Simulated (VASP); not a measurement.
Set up this calculation in VASP 6.6.1, as the native input.

* Task: single point
* Functional: PBE
* Dispersion: D3(BJ)
* Potentials or basis: VASP PAW PBE potentials, release 64 (Sn_d, Te)
* Cutoff: 500 eV
* k mesh: 6 × 6 × 6
* Occupations: gaussian, width 0.01 eV
* Spin: no spin polarisation
* Dipole correction: no
* Further INCAR settings: ALGO = Normal; EDIFF = 1e-06; NBANDS = 17

The structure of SnTe lies in POSCAR:

```
SnTe
1.0
    0.0000000000      3.1508500000      3.1508500000
    3.1508500000      0.0000000000      3.1508500000
    3.1508500000      3.1508500000      0.0000000000
Sn Te
1 1
Direct
    0.0000000000      0.0000000000      0.0000000000
    0.5000000000      0.5000000000      0.5000000000
```

One way to write it, as run:

INCAR

```
ALGO = Normal
EDIFF = 1E-6
ENCUT = 500
GGA = PE
GGA_COMPAT = F
ISIF = 2
ISMEAR = 0
IVDW = 12
LASPH = T
LCHARG = F
LREAL = F
LWAVE = F
NBANDS = 17
NELM = 120
PREC = Accurate
SIGMA = 0.01
```

KPOINTS

```
k-points
0
Gamma
  6 6 6
```

Potentials or basis: VASP PAW PBE potentials, release 64 (Sn_d, Te).

The run is started by

```sh
$ cat potpaw_PBE.64/Sn_d/POTCAR potpaw_PBE.64/Te/POTCAR > POTCAR
$ mpirun -np 1 vasp_std > vasp.out
```

It gave:

The pressure is 0.1 GPa. The band gap on the k mesh is 0.10 eV, direct and the dispersion energy per atom is -0.401 eV.

Caveat: spin-orbit coupling is left out, which moves the levels of the heavy elements.

Run time: 23 s on 1 thread of Intel Xeon 8259CL, on a shared host, peak memory 0.18 GiB.
